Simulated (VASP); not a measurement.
The system is NaF.

```
Na F
1.0
     3.19332    0.00000    0.00000
    -1.59666    2.76549    0.00000
     0.00000    0.00000    5.21469
Na F
2 2
Direct
  0.33333 0.66667 0.00000
  0.66667 0.33333 0.50000
  0.33333 0.66667 0.37500
  0.66667 0.33333 0.87500
```

| Item | Value |
| --- | --- |
| Program | VASP 6.6.1 |
| Task | relaxation of cell and atoms |
| Functional | PBE |
| Potentials or basis | VASP PAW PBE potentials, release 64 (Na_pv, F) |
| Cutoff | 600 eV |
| k mesh | 12 × 12 × 4 |
| Occupations | fermi-dirac, width 0.02 eV |
| Spin | no spin polarisation |

At the start: pressure 32.0 GPa; volume 11.51 Å³/atom.

Q: Where does the relaxation end?

A: Over 50 steps the energy falls by 409.9 meV/atom and the volume is 15.02 Å³/atom (+30.4 %); space group P6_3mc (No. 186, to 0.1 Å) before, P6_3/mmc (No. 194, to 0.1 Å).

Step by step:
| step | energy change (eV) | largest force (eV/Å) | pressure (GPa) | volume (Å³) |
| --- | --- | --- | --- | --- |
| 1 | 0.0000 | 0.0519 | 31.97 | 46.05 |
| 3 | -1.4614 | 0.0378 | -3.39 | 72.56 |
| 5 | -1.5236 | 0.0436 | 0.26 | 66.48 |
| 7 | -1.5270 | 0.0545 | 0.22 | 66.47 |
| 9 | -1.5310 | 0.0397 | 0.02 | 66.64 |
| 11 | -1.5318 | 0.0005 | -0.06 | 66.72 |
| 13 | -1.5323 | 0.0162 | 0.20 | 66.19 |
| 15 | -1.5329 | 0.0025 | 0.12 | 66.18 |
| 17 | -1.5332 | 0.0159 | 0.01 | 66.17 |
| 19 | -1.5334 | 0.0010 | -0.10 | 66.22 |
| 21 | -1.5335 | 0.0033 | -0.01 | 66.05 |
| 23 | -1.5335 | 0.0064 | 0.05 | 65.93 |
| 25 | -1.5335 | 0.0057 | 0.04 | 65.96 |
| 27 | -1.5337 | 0.0049 | 0.12 | 65.61 |
| 29 | -1.5370 | 0.0835 | 0.42 | 63.99 |
| 31 | -1.5057 | 0.3261 | 3.59 | 56.59 |
| 33 | -1.5582 | 0.4888 | 1.84 | 58.72 |
| 35 | -1.5558 | 0.4963 | 2.00 | 58.44 |
| 37 | -1.5658 | 0.4530 | 1.85 | 58.47 |
| 39 | -1.6246 | 0.1699 | -0.07 | 60.24 |
| 41 | -1.6311 | 0.0679 | -0.99 | 61.42 |
| 43 | -1.6333 | 0.0791 | -0.56 | 60.89 |
| 45 | -1.6361 | 0.0574 | 0.27 | 59.98 |
| 47 | -1.6392 | 0.0148 | 0.14 | 59.95 |
| 49 | -1.6394 | 0.0001 | 0.12 | 59.94 |
| 50 | -1.6394 | 0.0013 | 0.00 | 60.07 |

Final structure:
```xyz
4
Lattice="3.8461 0.0000 0.0000 -1.9231 3.3308 0.0000 0.0000 0.0000 4.6888" Properties=species:S:1:pos:R:3 pbc="T T T"
Na    0.0000    2.2206    4.3962
Na    1.9231    1.1103    2.0518
F     0.0000    2.2206    2.0509
F     1.9231    1.1103    4.3953
```

Caveat: the volume moved by over 15 % at a fixed basis, so the end points are rough.
